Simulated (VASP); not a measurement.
A run of VASP 6.6.1:

INCAR

```
PREC = Accurate
ENCUT = 520
EDIFF = 1E-6
ISMEAR = -1
SIGMA = 0.1
LREAL = F
LASPH = T
NELM = 80
ALGO = Normal
ISIF = 2
LWAVE = F
LCHARG = T
GGA = PS
LELF = T
LVHAR = T
NBANDS = 36
```

Contents of KPOINTS:

```
regular mesh
0
Gamma
  11 11 11
```

File POSCAR:

```
ZrRh3
1.0
    3.9057641485      0.0000000000      0.0000000000
    0.0000000000      3.9057641485      0.0000000000
    0.0000000000      0.0000000000      3.9057641485
Zr Rh
1 3
Direct
    0.0000000000      0.0000000000      0.0000000000
    0.0000000000      0.5000000000      0.5000000000
    0.5000000000      0.0000000000      0.5000000000
    0.5000000000      0.5000000000      0.0000000000
```

Potentials or basis: VASP PAW PBE potentials, release 64 (Zr_sv, Rh_pv).

Launch:

```bash
$ cat potpaw_PBE.64/Zr_sv/POTCAR potpaw_PBE.64/Rh_pv/POTCAR > POTCAR
$ mpirun -np 1 vasp_std > vasp.out
```

Hardware: 1 thread of Intel(R) Xeon(R) 6975P-C (Granite Rapids), on a shared host.

Task: Estimate the wall time of this run.

Result: Wall time 44 s on 1 thread of Intel(R) Xeon(R) 6975P-C (Granite Rapids), on a shared host, peak memory 0.23 GiB. Counts: scf iterations 14, k points 56.
